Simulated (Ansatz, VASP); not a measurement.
# CO2 in VASP and in Ansatz

```
C O
1.0
     5.79994    0.00000    0.00000
     0.00000    5.79994    0.00000
     0.00000    0.00000    5.79994
C O
4 8
Direct
  0.00000 0.00000 0.00000
  0.50000 0.00000 0.50000
  0.50000 0.50000 0.00000
  0.00000 0.50000 0.50000
  0.11616 0.11616 0.11616
  0.38384 0.88384 0.61616
  0.61616 0.38384 0.88384
  0.88384 0.61616 0.38384
  0.88384 0.88384 0.88384
  0.61616 0.11616 0.38384
  0.38384 0.61616 0.11616
  0.11616 0.38384 0.61616
```

Alike in both runs: task single point; functional PBEsol; k mesh 4 × 4 × 4; occupations gaussian, width 0.05 eV; no spin polarisation.

```csv
,VASP,Ansatz
version,VASP 6.6.1,Ansatz 0.2.0
potentials or method,"VASP PAW PBE potentials, release 64 (C, O), cutoff 520 eV","scalar-relativistic, plane waves, PAW"
valence electrons in the cell,64,64
```

Ansatz gave:

- gap on the k mesh at the Fermi level (eV): 6.71
- least direct gap on the mesh (eV): 6.71
- pressure (GPa): 0.0
- rms of the force components (eV/Å): 0.001

Q: Which values does VASP return?

A: gap on the k mesh at the Fermi level (eV): 6.69; least direct gap on the mesh (eV): 6.69; pressure (GPa): 1.5; rms of the force components (eV/Å): 0.335.

VASP's potentials were made for PBE, not for PBEsol. Atom by atom the forces differ by 0.336 eV/Å (rms over components). One of these differences is far larger than is usual between the two programs; its cause wasn't traced.

Noted on VASP's run: the standard files for N, O and F lose accuracy on very short bonds.
